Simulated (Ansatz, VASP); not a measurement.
## Two plane-wave programs on Si4Ni3Pt

```
Si Ni Pt
1.0
     3.34022    0.00000    0.00000
     0.00000    6.23427    0.00000
     0.00000    0.00000    4.82048
Si Ni Pt
4 3 1
Direct
  0.50000 0.23379 0.15364
  0.50000 0.76621 0.15364
  0.00000 0.00000 0.84198
  0.00000 0.50000 0.83673
  0.50000 0.23789 0.66689
  0.50000 0.76211 0.66689
  0.00000 0.00000 0.34036
  0.00000 0.50000 0.33986
```

Alike in both runs: functional PBE; k mesh 12 × 6 × 8; occupations fermi-dirac, width 0.15 eV; no spin polarisation.

Ansatz relaxed the structure, and its values are those at the end. VASP's run is a single point on that final structure, the one shown.

|  | VASP | Ansatz |
| --- | --- | --- |
| version | VASP 6.6.1 | Ansatz 0.2.0 |
| potentials or method | VASP PAW PBE potentials, release 64 (Si, Ni, Pt), cutoff 520 eV | scalar-relativistic, plane waves, PAW |
| valence electrons in the cell | 56 | 88 |

Ansatz gave:

- gap on the k mesh at the Fermi level (eV): none
- pressure (GPa): 0.0
- rms of the force components (eV/Å): 0.000

Task: Estimate VASP's values.

Result: gap on the k mesh at the Fermi level (eV): none; pressure (GPa): 0.0; rms of the force components (eV/Å): 0.005.

A gap of «none» marks a metal or a gap that the smearing closes. The functional is the same, so the differences come from potentials, cutoffs and numerics. VASP's potentials hold 56 valence electrons a cell and Ansatz's 88, so a difference there can come from the potentials and not from the codes.

Neither program's run includes spin-orbit coupling.
